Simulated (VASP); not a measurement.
Ge: single point with PBE

The system is Ge.

```
Ge
1.0
     3.99759    0.00000    0.00000
    -1.99879    3.46201    0.00000
     0.00000    0.00000    6.59938
Ge
4
Cartesian
  0.0000 2.3080 6.1843
  1.9988 1.1540 2.8846
  0.0000 2.3080 3.7148
  1.9988 1.1540 0.4151
```

```yaml
Program: VASP 6.6.1
Task: single point
Functional: PBE
Potentials_or_basis: VASP PAW PBE potentials, release 64 (Ge_d)
Cutoff: 520 eV
k_mesh: 8 × 8 × 4
Occupations: gaussian, width 0.02 eV
Spin: no spin polarisation
```

```
Pressure               : 2.9 GPa
Largest force          : 0.019 eV/Å
Band gap on the k mesh : 0.12 eV, direct
```

Forces on the atoms (eV/Å):
```
Ge   0.000  0.000 -0.019
Ge   0.000  0.000 -0.019
Ge   0.000  0.000  0.019
Ge   0.000  0.000  0.019
```

Stress tensor (GPa, compression positive):
```
2.95 0.00 0.00
0.00 2.95 0.00
0.00 0.00 2.72
```

Levels at points of the mesh, in eV from the valence-band top:
```tsv
k point	band 24	band 25	band 26	band 27	band 28	band 29	band 30	band 31	band 32	band 33
(0.00, 0.00, 0.00)	-1.48	-1.48	-0.15	-0.07	0.00	0.12	0.12	2.27	2.27	2.76
(0.50, 0.00, 0.00)	-6.74	-4.57	-3.06	-2.80	-1.44	0.55	1.66	3.58	3.72	4.33
(0.00, 0.00, 0.50)	-4.80	-0.85	-0.85	-0.85	-0.85	0.70	0.70	3.38	3.38	3.38
(0.50, 0.00, 0.50)	-7.86	-2.54	-2.54	-2.40	-2.40	0.54	0.54	2.13	2.13	6.12
```

Wall time 83 s on 1 thread of Intel Xeon 6975P-C, on a shared host, peak memory 0.23 GiB.

A k mesh can miss the band edges.
